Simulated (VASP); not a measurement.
Crystal: CaSe.

```
Ca Se
1.0
     3.65124    0.00000    0.00000
     0.00000    3.65124    0.00000
     0.00000    0.00000    3.65124
Ca Se
1 1
Direct
  0.00000 0.00000 0.00000
  0.50000 0.50000 0.50000
```

* Program: VASP 6.6.1
* Task: relaxation of cell and atoms
* Functional: PBEsol
* Potentials or basis: VASP PAW PBE potentials, release 64 (Ca_sv, Se)
* Cutoff: 600 eV
* k mesh: 6 × 6 × 6
* Occupations: fermi-dirac, width 0.02 eV
* Spin: no spin polarisation

At the start: pressure -2.2 GPa; volume 24.34 Å³/atom.

Q: Where does the relaxation end?

A: Over 3 steps the energy falls by 7.0 meV/atom and the volume is 23.33 Å³/atom (-4.2 %); space group Pm-3m (No. 221, to 0.1 Å) before and after.

Step by step:
```
step  energy change (eV)  largest force (eV/Å)  pressure (GPa)  volume (Å³)
   1              0.0000                0.0000           -2.15        48.68
   2             -0.0139                0.0000            0.29        46.41
   3             -0.0141                0.0000            0.00        46.65
```

Final structure:
```
Ca Se
1.0
     3.59988    0.00000    0.00000
     0.00000    3.59988    0.00000
     0.00000    0.00000    3.59988
Ca Se
1 1
Direct
  0.00000 0.00000 0.00000
  0.50000 0.50000 0.50000
```

Caveat: the PAW data sets were made with another functional, which shifts forces and pressure a little.
